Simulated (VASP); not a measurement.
Runs of VASP 6.6.1 on AlC3. The structure is that of space group Pm-3m (No. 221), or close to it. The cells are those of the table. 

```tsv
task	cell	k mesh	cutoff (eV)	gap on the mesh (eV)	pressure (GPa)	relaxed volume (Å³/atom)
relaxation of cell and atoms	relaxed from a = 3.219 Å, 4 atoms	14 × 14 × 14	600	none	0.0	(a)
relaxation of cell and atoms	relaxed from a = 3.329 Å, 4 atoms	6 × 6 × 6	600	none	0.1	8.31
single point	a = 3.208 Å, 4 atoms	14 × 14 × 14	520	none	0.0	-
single point	a = 3.219 Å, 4 atoms	6 × 6 × 6	520	none	-0.3	-
single point	a = 3.329 Å, 4 atoms	6 × 6 × 6	520	none	-14.9	-
```

Alike in all rows: level PBE; potentials or basis VASP PAW PBE potentials, release 64 (Al, C); no spin polarisation; smearing gaussian 0.1 eV.

Q: Fill in the values left out.

A: (a) 8.25.

A gap of «none» marks levels without a gap at the run's occupations.
